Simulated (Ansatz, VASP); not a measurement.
P in VASP and in Ansatz

File INCAR:

```
PREC = Accurate ; ENCUT = 520
EDIFF = 1E-6 ; ISMEAR = 0
SIGMA = 0.02 ; LREAL = F
LASPH = T ; NELM = 60
ALGO = Normal ; ISIF = 2
LWAVE = F ; LCHARG = F
LDIPOL = T ; IDIPOL = 3
DIPOL = 0.5 0.5 0.500 ; GGA = PE
IVDW = 12 ; NBANDS = 12
```

File KPOINTS:

```
Automatic mesh
0
Gamma
  9 9 1
```

File POSCAR:

```
P
1.0
    3.1360000000      0.0000000000      0.0000000000
   -1.5680000000      2.7158556663      0.0000000000
    0.0000000000      0.0000000000     28.0000000000
P
2
Direct
    0.3333333333      0.6666666667      0.5285892857
    0.6666666667      0.3333333333      0.4714107143
```

Input for Ansatz:

```yaml
crystal:
  lattice:
    - [3.136, 0.0, 0.0]
    - [-1.568, 2.7158556663, 0.0]
    - [0.0, 0.0, 28.0]
  atoms:
    - { symbol: P, position: [0.3333333333, 0.6666666667, 0.5285892857] }
    - { symbol: P, position: [0.6666666667, 0.3333333333, 0.4714107143] }
  periodic: [true, true, false]
basis:
  ecutwfc: 420
kpoints:
  mp_grid: { grid: [9, 9, 1] }
hamiltonian:
  xc: pbe
  dispersion: d3bj
scf:
  occupations: { method: gaussian, width: 0.02 }
output:
  forces: true
  stress: true
  eigenvalues: true
```

Alike in both runs: task single point; functional PBE; dispersion D3(BJ); k mesh 9 × 9 × 1; occupations gaussian, width 0.02 eV; no spin polarisation.

|  | VASP | Ansatz |
| --- | --- | --- |
| version | VASP 6.6.1 | Ansatz 0.2.0 |
| potentials or method | VASP PAW PBE potentials, release 64 (P), cutoff 520 eV | scalar-relativistic, plane waves, PAW |
| valence electrons in the cell | 10 | 10 |

```csv
,VASP,Ansatz,Ansatz less VASP
gap on the k mesh at the Fermi level (eV),none,none,-
rms of the force components (eV/Å),1.935,1.912,-0.0226
```

Atom by atom the forces differ by 0.023 eV/Å (rms over components). A gap of «none» marks a metal or a gap that the smearing closes.
